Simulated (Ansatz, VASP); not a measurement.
One calculation of TiPt3, two programs

INCAR

```
  PREC = Accurate
  ENCUT = 600
  EDIFF = 1E-7
  ISMEAR = -1
  SIGMA = 0.1
  LREAL = False
  LASPH = True
  NELM = 60
  ALGO = Normal
  ISIF = 3
  LWAVE = False
  LCHARG = False
  GGA = PS
  IBRION = 2
  NSW = 80
  EDIFFG = -0.01
```

Contents of KPOINTS:

```
Automatic mesh
0
Gamma
  8 8 8
```

POSCAR

```
TiPt3
1.0
    3.8970000000      0.0000000000      0.0000000000
    0.0000000000      3.8970000000      0.0000000000
    0.0000000000      0.0000000000      3.8970000000
Ti Pt
1 3
Direct
    0.0000000000      0.0000000000      0.0000000000
    0.0000000000      0.5000000000      0.5000000000
    0.5000000000      0.0000000000      0.5000000000
    0.5000000000      0.5000000000      0.0000000000
```

Input for Ansatz:

```yaml
crystal:
  lattice:
    - [3.897, 0.0, 0.0]
    - [0.0, 3.897, 0.0]
    - [0.0, 0.0, 3.897]
  atoms:
    - { symbol: Ti, position: [0.0, 0.0, 0.0] }
    - { symbol: Pt, position: [0.0, 0.5, 0.5] }
    - { symbol: Pt, position: [0.5, 0.0, 0.5] }
    - { symbol: Pt, position: [0.5, 0.5, 0.0] }
  symmetry: { tolerance: 0.0003 }
hamiltonian:
  xc: pbesol
  pseudopotentials: { kind: paw, azcp: { folder: soft_1 } }
basis:
  ecutwfc: 420
magnetization:
  spin_polarized: false
scf:
  occupations: { method: fermi_dirac, width: 0.1 }
kpoints:
  mp_grid: { grid: [8, 8, 8], shift: [0, 0, 0] }
output:
  forces: true
  stress: true
  eigenvalues: true
relax:
  max_steps: 60
  cell: {}
```

Alike in both runs: task relaxation of cell and atoms; functional PBEsol; k mesh 8 × 8 × 8; occupations fermi-dirac, width 0.1 eV; no spin polarisation.

|  | VASP | Ansatz |
| --- | --- | --- |
| version | VASP 6.6.1 | Ansatz 0.2.0 |
| potentials or method | VASP PAW PBE potentials, release 64 (Ti_sv, Pt), cutoff 600 eV | PAW plane waves |
| valence electrons in the cell | 42 | 66 |

```tsv
	VASP	Ansatz	Ansatz less VASP
gap on the k mesh at the Fermi level, each at its own relaxed structure (eV)	none	none	-
relaxed volume (Å³/atom)	14.81	14.82	+0.009
relaxed cell length with the largest relative difference (Å)	3.899	3.899	+0.0008
```

VASP's potentials were made for PBE, not for PBEsol, and Ansatz warns of the same on its side. A gap of «none» marks a metal or a gap that the smearing closes. VASP's potentials hold 42 valence electrons a cell and Ansatz's 66, so a difference there can come from the potentials and not from the codes.

Spin-orbit coupling is off throughout.
